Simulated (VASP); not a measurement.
Runs of VASP 6.6.1 on CoSn. The structure is that of space group P6/mmm (No. 191), or close to it. The cells are those of the table. 

| cell | gap on the mesh (eV) | pressure (GPa) | moment (μB) |
| --- | --- | --- | --- |
| a = 5.363, b = 5.363, c = 4.278 Å, angles 90.0, 90.0, 120.0°, 6 atoms | none | (a) | 0.00 |
| a = 5.209, b = 5.209, c = 4.155 Å, angles 90.0, 90.0, 120.0°, 6 atoms | none | 3.3 | 0.00 |
| a = 5.244, b = 5.244, c = 4.183 Å, angles 90.0, 90.0, 120.0°, 6 atoms | none | 0.3 | 0.00 |
| a = 5.249, b = 5.249, c = 4.187 Å, angles 90.0, 90.0, 120.0°, 6 atoms | none | -0.2 | 0.00 |

Alike in all rows: task single point; level r2SCAN; potentials or basis VASP PAW PBE potentials, release 64 (Co, Sn_d); spin collinear; k mesh 6 × 6 × 8; cutoff (eV) 520; smearing gaussian 0.05 eV.

Problem. Estimate the missing entries.

Solution. (a) -8.0.

Caveats: the PAW data sets were made with another functional, which shifts forces and pressure a little; spin-orbit coupling is left out, which moves the levels of the heavy elements; the cell stands under tension (at least some runs); the cell stands under pressure (at least some runs).

A k mesh can miss the band edges, and the runs leave out spin-orbit coupling on Sn.

A gap of «none» marks levels without a gap at the run's occupations.
